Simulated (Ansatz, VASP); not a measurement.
# Zn5BiO: VASP beside Ansatz

```
Zn Bi O
1.0
     0.00000    0.00000    4.95242
     5.15383    0.00000    0.00000
     0.00000    5.15383    0.00000
Zn Bi O
5 1 1
Direct
  0.43203 0.17857 0.68165
  0.43203 0.82143 0.31835
  0.43203 0.31835 0.17857
  0.43203 0.68165 0.82143
  0.82814 0.00000 0.00000
  0.98237 0.50000 0.50000
  0.21076 0.00000 0.00000
```

Alike in both runs: task single point; functional PBE; k mesh 4 × 4 × 4; occupations gaussian, width 0.2 eV; no spin polarisation.

|  | VASP | Ansatz |
| --- | --- | --- |
| version | VASP 6.6.1 | Ansatz 0.2.0 |
| potentials or method | VASP PAW PBE potentials, release 64 (Zn, Bi_d, O), cutoff 520 eV | scalar-relativistic, plane waves, PAW |
| valence electrons in the cell | 81 | 81 |

|  | VASP | Ansatz | Ansatz less VASP |
| --- | --- | --- | --- |
| gap on the k mesh at the Fermi level (eV) | none | none | - |
| pressure (GPa) | 0.1 | -0.2 | -0.25 |
| traceless stress, the component that is largest in VASP (GPa) | -0.71 | -0.82 | -0.104 |
| rms of the force components (eV/Å) | 0.039 | 0.039 | +0.0006 |

Atom by atom the forces differ by 0.027 eV/Å (rms over components). A gap of «none» marks a metal or a gap that the smearing closes.

Spin-orbit coupling is off throughout.
